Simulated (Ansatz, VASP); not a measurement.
**Two plane-wave programs on Ga2BAs3**

Contents of INCAR:

```
SYSTEM = Ga2BAs3
  ALGO = Normal
  EDIFF = 1E-6
  EDIFFG = -0.04
  ENCUT = 600
  GGA = PE
  IBRION = 2
  ISIF = 3
  ISMEAR = 0
  LASPH = .TRUE.
  LCHARG = .FALSE.
  LREAL = .FALSE.
  LWAVE = .FALSE.
  NELM = 80
  NSW = 90
  PREC = Accurate
  SIGMA = 0.1
```

KPOINTS

```
k-points
0
G
  6 6 2
  0 0 0
```

The input POSCAR:

```
Ga2BAs3
1.0
    5.5246341100      0.0000000000      0.0000000000
   -2.7623170500      4.7844734900      0.0000000000
    0.0000000000      0.0000000000      8.8371798800
Ga B As
4 2 6
Direct
    0.3333333300      0.6666666700      0.0625000000
    0.6666666700      0.3333333300      0.5625000000
    0.3333333300      0.6666666700      0.4375000000
    0.6666666700      0.3333333300      0.9375000000
    0.0000000000      0.0000000000      0.0000000000
    0.0000000000      0.0000000000      0.5000000000
    0.1666699900      0.3333399900      0.2500000000
    0.8333300100      0.1666699900      0.7500000000
    0.6666600100      0.8333300100      0.2500000000
    0.8333300100      0.6666600100      0.7500000000
    0.1666699900      0.8333300100      0.2500000000
    0.3333399900      0.1666699900      0.7500000000
```

Input for Ansatz:

```yaml
crystal:
  lattice:
    - [5.52463411, 0.0, 0.0]
    - [-2.76231705, 4.78447349, 0.0]
    - [0.0, 0.0, 8.83717988]
  atoms:
    - { symbol: Ga, position: [0.33333333, 0.66666667, 0.0625] }
    - { symbol: Ga, position: [0.66666667, 0.33333333, 0.5625] }
    - { symbol: Ga, position: [0.33333333, 0.66666667, 0.4375] }
    - { symbol: Ga, position: [0.66666667, 0.33333333, 0.9375] }
    - { symbol: B, position: [0.0, 0.0, 0.0] }
    - { symbol: B, position: [0.0, 0.0, 0.5] }
    - { symbol: As, position: [0.16666999, 0.33333999, 0.25] }
    - { symbol: As, position: [0.83333001, 0.16666999, 0.75] }
    - { symbol: As, position: [0.66666001, 0.83333001, 0.25] }
    - { symbol: As, position: [0.83333001, 0.66666001, 0.75] }
    - { symbol: As, position: [0.16666999, 0.83333001, 0.25] }
    - { symbol: As, position: [0.33333999, 0.16666999, 0.75] }
basis:
  ecutwfc: 420
kpoints:
  mp_grid: { grid: [6, 6, 2] }
hamiltonian:
  xc: pbe
scf:
  occupations: { method: gaussian, width: 0.1 }
  lower_state_search: "off"
output:
  forces: true
  stress: true
  eigenvalues: true
relax:
  adjacent_minimum: "off"
  f_tol: 0.04
  max_steps: 70
  cell: { stress_tol: 0.4 }
```

Change from the starting cell: species swapped into the Sc2Co3Si type (P6_3/mmc, No. 194).

Alike in both runs: task relaxation of cell and atoms; functional PBE; k mesh 6 × 6 × 2; occupations gaussian, width 0.1 eV; no spin polarisation.

|  | VASP | Ansatz |
| --- | --- | --- |
| version | VASP 6.6.1 | Ansatz 0.2.0 |
| potentials or method | VASP PAW PBE potentials, release 64 (Ga_d, B, As), cutoff 600 eV | scalar-relativistic, plane waves, PAW |
| valence electrons in the cell | 88 | 148 |

|  | VASP | Ansatz | Ansatz less VASP |
| --- | --- | --- | --- |
| gap on the k mesh at the Fermi level, each at its own relaxed structure (eV) | none | none | - |
| relaxed volume (Å³/atom) | 19.33 | 19.42 | +0.088 |
| relaxed length of the cell vector where the two differ most in proportion (Å) | 5.550 | 5.561 | +0.0104 |

A gap of «none» marks a metal or a gap that the smearing closes. VASP's potentials hold 88 valence electrons a cell and Ansatz's 148, so a difference there can come from the potentials and not from the codes.
